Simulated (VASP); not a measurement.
# Sr (Fd-3m) in VASP: further runs

Runs on Sr. Level: BLYP. Tasks: single point.

Program: VASP 6.6.1. These are calculated values, not measurements. Logs are shortened: lines on timing, memory, paths and dates and some standing lists are left out, and cuts for length are marked.

### Step 1. The cell of the first run

Symmetry: Fd-3m, No. 227, cubic system. Conventional cell: a = 10.472 Å, b = 10.472 Å, c = 10.472 Å, α = 90.00°, β = 90.00°, γ = 90.00°.

This isn't the form of Sr at room conditions, which is fcc.

### Step 2. Single point, BLYP (143.53 Å³/atom)

INCAR reads:

```
PREC     = Accurate       # precision mode
ENCUT    = 520            # plane-wave cutoff, eV
EDIFF    = 1E-6           # SCF threshold, eV
ISMEAR   = -1             # smearing method
SIGMA    = 0.1            # smearing width, eV
LREAL    = False          # projectors in reciprocal space
LASPH    = True           # aspherical terms in the spheres
NELM     = 80             # most SCF steps
ALGO     = Normal         # electronic algorithm
ISIF     = 2              # what is computed and relaxed
LWAVE    = False          # write WAVECAR
LCHARG   = False          # write CHGCAR
GGA      = B5             # functional
ALDAX    = 1.0          
AGGAX    = 1.0          
AGGAC    = 1.0          
ALDAC    = 0.0          
NBANDS   = 17             # bands
```

KPOINTS reads:

```
Automatic mesh
0
Gamma
  6 6 6
```

POSCAR reads:

```
Sr
1.0
    0.0000000000      5.2357542595      5.2357542595
    5.2357542595      0.0000000000      5.2357542595
    5.2357542595      5.2357542595      0.0000000000
Sr
2
Direct
    0.1250000000      0.1250000000      0.1250000000
    0.8750000000      0.8750000000      0.8750000000
```

Potentials or basis: VASP PAW PBE potentials, release 64 (Sr_sv).

Command:

```
$ cat potpaw_PBE.64/Sr_sv/POTCAR > POTCAR
$ mpirun -np 1 vasp_std > vasp.out
```

OUTCAR:

```text
PREC = Accurate
   ENCUT = 520
   EDIFF = 1E-6
   ISMEAR = -1
   LREAL = False
   LASPH = True
   NELM = 80
   ISIF = 2
   GGA = B5

 ion  position               nearest neighbor table
   1  0.125  0.125  0.125-   2 4.53   2 4.53   2 4.53   2 4.53
   2  0.875  0.875  0.875-   1 4.53   1 4.53   1 4.53   1 4.53

  LATTYP: Found a face centered cubic cell.
 ALAT       =    10.4715085190

  Lattice vectors:

 A1 = (   0.0000000000,   5.2357542595,   5.2357542595)
 A2 = (   5.2357542595,   0.0000000000,   5.2357542595)
 A3 = (   5.2357542595,   5.2357542595,   0.0000000000)

Analysis of symmetry for initial positions (statically):
=====================================================================
 Subroutine PRICEL returns:
 Original cell was already a primitive cell.

 Routine SETGRP: Setting up the symmetry group for a
 face centered cubic supercell.

 Subroutine GETGRP returns: Found 48 space group operations
 (whereof 12 operations were pure point group operations)
 out of a pool of 48 trial point group operations.

The static configuration has the point symmetry D_3d.
 The point group associated with its full space group is O_h .

Analysis of symmetry for dynamics (positions and initial velocities):
=====================================================================
 Subroutine PRICEL returns:
 Original cell was already a primitive cell.

 Routine SETGRP: Setting up the symmetry group for a
 face centered cubic supercell.

 Subroutine GETGRP returns: Found 48 space group operations
 (whereof 12 operations were pure point group operations)
 out of a pool of 48 trial point group operations.

The dynamic configuration has the point symmetry D_3d.
 The point group associated with its full space group is O_h .

 Subroutine INISYM returns: Found 48 space group operations
 (whereof 12 operations are pure point group operations),
 and found     1 'primitive' translations

----------------------------------------------------------------------------------------

                                     Primitive cell

  volume of cell :     287.0567

  direct lattice vectors                    reciprocal lattice vectors
     0.000000000  5.235754260  5.235754260    -0.095497225  0.095497225  0.095497225
     5.235754260  0.000000000  5.235754260     0.095497225 -0.095497225  0.095497225
     5.235754260  5.235754260  0.000000000     0.095497225  0.095497225 -0.095497225

  length of vectors
     7.404474683  7.404474683  7.404474683     0.165406045  0.165406045  0.165406045

  position of ions in fractional coordinates (direct lattice)
     0.125000000  0.125000000  0.125000000
     0.875000000  0.875000000  0.875000000

  ion indices of the primitive-cell ions
   primitive index   ion index
                 1           1
                 2           2

----------------------------------------------------------------------------------------

 KPOINTS: Automatic mesh

Automatic generation of k-mesh.
 Grid dimensions read from file:
 generate k-points for:    6    6    6

 Generating k-lattice:

  Cartesian coordinates                     Fractional coordinates (reciprocal lattice)
    -0.015916204  0.015916204  0.015916204     0.166666667  0.000000000  0.000000000
     0.015916204 -0.015916204  0.015916204     0.000000000  0.166666667  0.000000000
     0.015916204  0.015916204 -0.015916204     0.000000000  0.000000000  0.166666667

  Length of vectors
     0.027567674  0.027567674  0.027567674

  Shift w.r.t. Gamma in fractional coordinates (k-lattice)
     0.000000000  0.000000000  0.000000000

 Subroutine IBZKPT returns following result:
 ===========================================

 Found     16 irreducible k-points:

 Following reciprocal coordinates:
            Coordinates               Weight
  0.000000  0.000000  0.000000      1.000000
  0.166667  0.000000  0.000000      8.000000
  0.333333  0.000000  0.000000      8.000000
  0.500000  0.000000  0.000000      4.000000
  0.166667  0.166667  0.000000      6.000000
  0.333333  0.166667  0.000000     24.000000
[... 8 lines left out ...]
 -0.333333  0.333333  0.166667     24.000000
 -0.333333  0.500000  0.166667     12.000000
   k-points           NKPTS =     16   k-points in BZ     NKDIM =     16   number of bands    NBANDS=     17
   number of dos      NEDOS =    301   number of ions     NIONS =      2
   total plane-waves  NPLWV = 175616
   dimension x,y,z NGX =    56 NGY =   56 NGZ =   56
   dimension x,y,z NGXF=   112 NGYF=  112 NGZF=  112
   ions per type =               2
   NGX,Y,Z   is equivalent  to a cutoff of  12.57, 12.57, 12.57 a.u.
   NGXF,Y,Z  is equivalent  to a cutoff of  25.15, 25.15, 25.15 a.u.
 SYSTEM =  unknown system
   PREC   = accura    normal or accurate (medium, high low for compatibility)
   ISTART =      0    job   : 0-new  1-cont  2-samecut
   ICHARG =      2    charge: 1-file 2-atom 10-const
   ISPIN  =      1    spin polarized calculation?
   LNONCOLLINEAR =      F non collinear calculations
   LSORBIT =      F    spin-orbit coupling
   LASPH  =      T    aspherical Exc in radial PAW
   ENCUT  =  520.0 eV  38.22 Ry    6.18 a.u.  13.77 13.77 13.77*2*pi/ulx,y,z
   NELM   =     80;   NELMIN=  2; NELMDL= -5     # of ELM steps
   EDIFF  = 0.1E-05   stopping-criterion for ELM
   LREAL  =      F    real-space projection
[... 7 lines left out ...]
   TEBEG  =    0.0;   TEEND  =   0.0 temperature during run
   PSTRESS=    0.0 pullay stress
   NELECT =      20.0000    total number of electrons
   NUPDOWN=      -1.0000    fix difference up-down
   EMIN   =  10.00;   EMAX   =-10.00  energy-range for DOS
   EFERMI =   0.00;   METHOD = LEGACY
   ISMEAR =    -1;   SIGMA  =   0.10  broadening in eV -4-tet -1-fermi 0-gaus
   EFERMI_NEDOS =   21; number of points for ismear=-14 and -15
   IALGO  =     38    algorithm
   IMIX   =      4    mixing-type and parameters
     AMIX     =   0.40;   BMIX     =  1.00
     AMIX_MAG =   1.60;   BMIX_MAG =  1.00
  volume/ion in A,a.u.               =     143.53       968.58
  Fermi-wavevector in a.u.,A,eV,Ry     =   0.673642  1.272998  6.174229  0.453793
  Thomas-Fermi vector in A             =   1.750122
   LORBIT       =      0    0 simple, 1 ext, 2 COOP (PROOUT), +10 PAW based schemes
   GGA     = B5    functional components
   LHFCALC =     F    Hartree Fock is set to
   AEXX    =    0.0000 exact exchange contribution
   IVDW    =     0    specifies the selected vdW correction
   LEPSILON=     F    determine dielectric tensor
   LRPA    =     F    only Hartree local field effects (RPA)
 non-spin polarized calculation
  energy-cutoff  :      520.00
  volume of cell :      287.06
 maximum number of plane-waves:      7799
   NGX = 27   NGY = 27   NGZ = 27

 number of electron      20.0000000 magnetization

 Free energy of the ion-electron system (eV)
  ---------------------------------------------------
  ext. energy  EPLUGINS =         0.00000000
  ---------------------------------------------------
  free energy    TOTEN  =        -0.65575773 eV

  energy without entropy =       -0.57735761  energy(sigma->0) =       -0.61655767

 E-fermi :  -0.2163     XC(G=0):  -4.0679

 val. band max:       -0.3364785607   @ k =  -0.1667   0.1667   0.0000
 cond. band min:      -0.0957860051   @ k =  -0.3333   0.3333   0.0000
 fundamental gap:      0.2406925556
 Fermi energy:        -0.2162703096

 k-point     1 :       0.0000    0.0000    0.0000
  band No.  band energies     occupation
      1     -38.0668      2.00000
      2     -38.0631      2.00000
      3     -20.0765      2.00000
      4     -20.0765      2.00000
      5     -20.0765      2.00000
      6     -20.0484      2.00000
[... 9 lines left out ...]
     16       0.9199      0.00002
     17       0.9199      0.00002

 k-point     2 :       0.1667    0.0000    0.0000
  band No.  band energies     occupation
      1     -38.0667      2.00000
      2     -38.0633      2.00000
      3     -20.0771      2.00000
      4     -20.0771      2.00000
      5     -20.0760      2.00000
      6     -20.0490      2.00000
[... 9 lines left out ...]
     16       0.9451      0.00002
     17       0.9451      0.00002

 k-point     3 :       0.3333    0.0000    0.0000
  band No.  band energies     occupation
      1     -38.0662      2.00000
      2     -38.0637      2.00000
      3     -20.0783      2.00000
      4     -20.0783      2.00000
      5     -20.0748      2.00000
      6     -20.0503      2.00000
[... 9 lines left out ...]
     16       1.0670      0.00001
     17       1.0670      0.00001

 k-point     4 :       0.5000    0.0000    0.0000
  band No.  band energies     occupation
      1     -38.0659      2.00000
      2     -38.0640      2.00000
      3     -20.0788      2.00000
      4     -20.0788      2.00000
      5     -20.0741      2.00000
      6     -20.0510      2.00000
[... 9 lines left out ...]
     16       1.1826      0.00000
     17       1.1826      0.00000

 k-point     5 :       0.1667    0.1667    0.0000
  band No.  band energies     occupation
      1     -38.0666      2.00000
      2     -38.0633      2.00000
      3     -20.0778      2.00000
      4     -20.0778      2.00000
      5     -20.0747      2.00000
      6     -20.0503      2.00000
[... 9 lines left out ...]
     16       0.9365      0.00002
     17       0.9365      0.00002

 k-point     6 :       0.3333    0.1667    0.0000
  band No.  band energies     occupation
      1     -38.0662      2.00000
      2     -38.0637      2.00000
      3     -20.0791      2.00000
      4     -20.0789      2.00000
      5     -20.0727      2.00000
      6     -20.0523      2.00000
[... 9 lines left out ...]
     16       1.0111      0.00001
     17       1.0457      0.00001

 k-point     7 :       0.5000    0.1667    0.0000
  band No.  band energies     occupation
      1     -38.0658      2.00000
      2     -38.0641      2.00000
      3     -20.0802      2.00000
      4     -20.0794      2.00000
      5     -20.0712      2.00000
      6     -20.0539      2.00000
[... 9 lines left out ...]
     16       1.1925      0.00000
     17       1.2005      0.00000

 k-point     8 :      -0.3333    0.1667    0.0000
  band No.  band energies     occupation
      1     -38.0659      2.00000
      2     -38.0640      2.00000
      3     -20.0802      2.00000
      4     -20.0788      2.00000
      5     -20.0719      2.00000
      6     -20.0532      2.00000
[... 9 lines left out ...]
     16       1.0822      0.00000
     17       1.2728      0.00000

 k-point     9 :      -0.1667    0.1667    0.0000
  band No.  band energies     occupation
      1     -38.0664      2.00000
      2     -38.0635      2.00000
      3     -20.0789      2.00000
      4     -20.0777      2.00000
      5     -20.0742      2.00000
      6     -20.0508      2.00000
[... 9 lines left out ...]
     16       0.9742      0.00001
     17       1.0541      0.00001

 k-point    10 :       0.3333    0.3333    0.0000
  band No.  band energies     occupation
      1     -38.0659      2.00000
      2     -38.0640      2.00000
      3     -20.0800      2.00000
      4     -20.0800      2.00000
      5     -20.0696      2.00000
      6     -20.0555      2.00000
[... 9 lines left out ...]
     16       0.9734      0.00001
     17       0.9734      0.00001

 k-point    11 :       0.5000    0.3333    0.0000
  band No.  band energies     occupation
      1     -38.0654      2.00000
      2     -38.0645      2.00000
      3     -20.0810      2.00000
      4     -20.0805      2.00000
      5     -20.0665      2.00000
      6     -20.0586      2.00000
[... 9 lines left out ...]
     16       1.0947      0.00000
     17       1.2301      0.00000

 k-point    12 :      -0.3333    0.3333    0.0000
  band No.  band energies     occupation
      1     -38.0654      2.00000
      2     -38.0645      2.00000
      3     -20.0814      2.00000
      4     -20.0799      2.00000
      5     -20.0675      2.00000
      6     -20.0576      2.00000
[... 9 lines left out ...]
     16       1.1629      0.00000
     17       1.3731      0.00000

 k-point    13 :       0.5000    0.5000    0.0000
  band No.  band energies     occupation
      1     -38.0650      2.00000
      2     -38.0650      2.00000
      3     -20.0811      2.00000
      4     -20.0811      2.00000
      5     -20.0626      2.00000
      6     -20.0626      2.00000
[... 9 lines left out ...]
     16       0.9969      0.00001
     17       1.3437      0.00000

 k-point    14 :       0.5000    0.3333    0.1667
  band No.  band energies     occupation
      1     -38.0658      2.00000
      2     -38.0641      2.00000
      3     -20.0806      2.00000
      4     -20.0797      2.00000
      5     -20.0696      2.00000
      6     -20.0555      2.00000
[... 9 lines left out ...]
     16       1.0201      0.00001
     17       1.2882      0.00000

 k-point    15 :      -0.3333    0.3333    0.1667
  band No.  band energies     occupation
      1     -38.0654      2.00000
      2     -38.0645      2.00000
      3     -20.0812      2.00000
      4     -20.0802      2.00000
      5     -20.0674      2.00000
      6     -20.0577      2.00000
[... 9 lines left out ...]
     16       1.0871      0.00000
     17       1.4144      0.00000

 k-point    16 :      -0.3333    0.5000    0.1667
  band No.  band energies     occupation
      1     -38.0650      2.00000
      2     -38.0650      2.00000
      3     -20.0811      2.00000
      4     -20.0811      2.00000
      5     -20.0626      2.00000
      6     -20.0626      2.00000
[... 9 lines left out ...]
     16       0.9212      0.00002
     17       1.5088      0.00000

------------------------ aborting loop because EDIFF is reached ----------------------------------------

  FORCE on cell =-STRESS in cart. coord.  units (eV):
  Direction    XX          YY          ZZ          XY          YZ          ZX
  --------------------------------------------------------------------------------------
  -------------------------------------------------------------------------------------
  Total       -0.2787914     -0.2787914     -0.2787914     -0.0000000      0.0000000     -0.0000000
  in kB       -1.5560451     -1.5560451     -1.5560451     -0.0000000      0.0000000     -0.0000000
  external PRESSURE =      -1.5560451 kB  Pullay stress =       0.0000000 kB

 VOLUME and BASIS-vectors are now :
 -----------------------------------------------------------------------------
  energy-cutoff  :      520.00
  volume of cell :      287.06
      direct lattice vectors                 reciprocal lattice vectors
     0.000000000  5.235754260  5.235754260    -0.095497225  0.095497225  0.095497225
     5.235754260  0.000000000  5.235754260     0.095497225 -0.095497225  0.095497225
     5.235754260  5.235754260  0.000000000     0.095497225  0.095497225 -0.095497225

 POSITION                                       TOTAL-FORCE (eV/Angst)
 -----------------------------------------------------------------------------------
      1.30894      1.30894      1.30894        -0.000000     -0.000000     -0.000000
      9.16257      9.16257      9.16257         0.000000      0.000000      0.000000
 -----------------------------------------------------------------------------------
    total drift:                                0.000000      0.000000     -0.000000

  FREE ENERGIE OF THE ION-ELECTRON SYSTEM (eV)
  ---------------------------------------------------
  free  energy   TOTEN  =        -0.6557577311 eV

  energy  without entropy=       -0.5773576134  energy(sigma->0) =       -0.61655767
```

Run time: 3.8 min. Hardware: 1 thread of AMD EPYC 7R13, shared host; peak memory 0.4 GiB.

Results:

```yaml
Free_energy: -0.6558 eV
Pressure: -0.2 GPa
Band_gap_on_the_k_mesh: zero (bands 10 and 11 overlap by 0.35 eV)
```

Caveat: the PAW data sets were made with another functional, which shifts forces and pressure a little.

### Step 3. Single point, BLYP

This run uses another cell than the first one, of 128.15 Å³/atom.

INCAR reads:

```
SYSTEM = Sr
  PREC = Accurate
  ENCUT = 520
  EDIFF = 1E-6
  ISMEAR = -1
  SIGMA = 0.1
  LREAL = .False.
  LASPH = .True.
  NELM = 60
  ALGO = Normal
  ISIF = 2
  LWAVE = .False.
  LCHARG = .False.
  GGA = B5
  ALDAX = 1.0
  AGGAX = 1.0
  AGGAC = 1.0
  ALDAC = 0.0
  NBANDS = 17
```

KPOINTS reads:

```
regular mesh
0
Gamma
  9 9 9
  0 0 0
```

POSCAR reads:

```
Sr
1.0
    0.0000000000      5.0416564341      5.0416564341
    5.0416564341      0.0000000000      5.0416564341
    5.0416564341      5.0416564341      0.0000000000
Sr
2
Direct
    0.1250000000      0.1250000000      0.1250000000
    0.8750000000      0.8750000000      0.8750000000
```

Potentials or basis: VASP PAW PBE potentials, release 64 (Sr_sv).

Command:

```
$ cat potpaw_PBE.64/Sr_sv/POTCAR > POTCAR
$ mpirun -np 1 vasp_std > vasp.out
```

OUTCAR:

```text
SYSTEM = Sr
   PREC = Accurate
   ENCUT = 520
   EDIFF = 1E-6
   ISMEAR = -1
   LREAL = .False.
   LASPH = .True.
   NELM = 60
   ISIF = 2
   GGA = B5

 ion  position               nearest neighbor table
   1  0.125  0.125  0.125-   2 4.37   2 4.37   2 4.37   2 4.37
   2  0.875  0.875  0.875-   1 4.37   1 4.37   1 4.37   1 4.37

  LATTYP: Found a face centered cubic cell.
 ALAT       =    10.0833128682

  Lattice vectors:

[... 668 lines left out ...]

------------------------ aborting loop because EDIFF is reached ----------------------------------------

  FORCE on cell =-STRESS in cart. coord.  units (eV):
  Direction    XX          YY          ZZ          XY          YZ          ZX
  --------------------------------------------------------------------------------------
  -------------------------------------------------------------------------------------
  Total        0.0760631      0.0760631      0.0760631      0.0000000     -0.0000000      0.0000000
  in kB        0.4754831      0.4754831      0.4754831      0.0000000     -0.0000000      0.0000000
  external PRESSURE =       0.4754831 kB  Pullay stress =       0.0000000 kB

 VOLUME and BASIS-vectors are now :
 -----------------------------------------------------------------------------
  energy-cutoff  :      520.00
  volume of cell :      256.30
      direct lattice vectors                 reciprocal lattice vectors
     0.000000000  5.041656434  5.041656434    -0.099173755  0.099173755  0.099173755
     5.041656434  0.000000000  5.041656434     0.099173755 -0.099173755  0.099173755
     5.041656434  5.041656434  0.000000000     0.099173755  0.099173755 -0.099173755

 POSITION                                       TOTAL-FORCE (eV/Angst)
 -----------------------------------------------------------------------------------
      1.26041      1.26041      1.26041         0.000000      0.000000      0.000000
      8.82290      8.82290      8.82290        -0.000000     -0.000000     -0.000000
 -----------------------------------------------------------------------------------
    total drift:                               -0.000000      0.000000     -0.000000

  FREE ENERGIE OF THE ION-ELECTRON SYSTEM (eV)
  ---------------------------------------------------
  free  energy   TOTEN  =        -0.6667479450 eV

  energy  without entropy=       -0.5770734213  energy(sigma->0) =       -0.62191068
```

Run time: 6.6 min. Hardware: 1 thread of AMD EPYC 7R13, shared host; peak memory 0.43 GiB.

Results:

- Free energy: -0.6667 eV
- Pressure: 0.0 GPa
- Band gap on the k mesh: zero (bands 10 and 11 overlap by 0.42 eV)

Levels at points of the mesh, in eV from the Fermi level:
```csv
k point,band 6,band 7,band 8,band 9,band 10,band 11,band 12,band 13,band 14,band 15
"(0.00, 0.00, 0.00)",-19.71,-19.71,-19.71,-2.56,0.50,0.50,0.50,0.78,0.78,1.19
```

Caveat: the PAW data sets were made with another functional, which shifts forces and pressure a little.

The gap in the log of VASP goes by the Fermi energy; the results here count the filled bands.